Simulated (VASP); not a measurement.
Wanted: the native input for a VASP 6.6.1 run.

```
Task                   : single point
Functional             : PBE
Potentials or basis    : VASP PAW PBE potentials, release 64 (Na_pv, Cl)
Cutoff                 : 520 eV
k mesh                 : 8 × 8 × 8
Occupations            : gaussian, width 0.02 eV
Spin                   : no spin polarisation
Dipole correction      : no
Further INCAR settings : ALGO = Normal; EDIFF = 1e-07; NBANDS = 14
```

The structure of NaCl lies in POSCAR:

```
NaCl
1.0
    0.0000000000      2.8183329499      2.8183329499
    2.8183329499      0.0000000000      2.8183329499
    2.8183329499      2.8183329499      0.0000000000
Na Cl
1 1
Direct
    0.0000000000      0.0000000000      0.0000000000
    0.5000000000      0.5000000000      0.5000000000
```

This cell differs from its parent crystal: volume scaled by 0.97.

These files were run (other wordings do the same):

INCAR

```
SYSTEM = NaCl
  ALGO = Normal
  EDIFF = 1E-7
  ENCUT = 520
  GGA = PE
  ISIF = 2
  ISMEAR = 0
  LASPH = .True.
  LCHARG = .False.
  LREAL = .False.
  LWAVE = .False.
  NBANDS = 14
  NELM = 100
  PREC = Accurate
  SIGMA = 0.02
```

KPOINTS

```
k-points
0
Gamma
  8 8 8
  0 0 0
```

Potentials or basis: VASP PAW PBE potentials, release 64 (Na_pv, Cl).

Run with:

```console
$ cat potpaw_PBE.64/Na_pv/POTCAR potpaw_PBE.64/Cl/POTCAR > POTCAR
$ mpirun -np 1 vasp_std > vasp.out
```

It gave:

* Pressure: 0.8 GPa
* Band gap on the k mesh: 5.11 eV, direct

Run time: 24 s on 1 thread of Intel(R) Xeon(R) Platinum 8259CL CPU @ 2.50GHz (Skylake/Cascade Lake), on a shared host, peak memory 0.16 GiB.
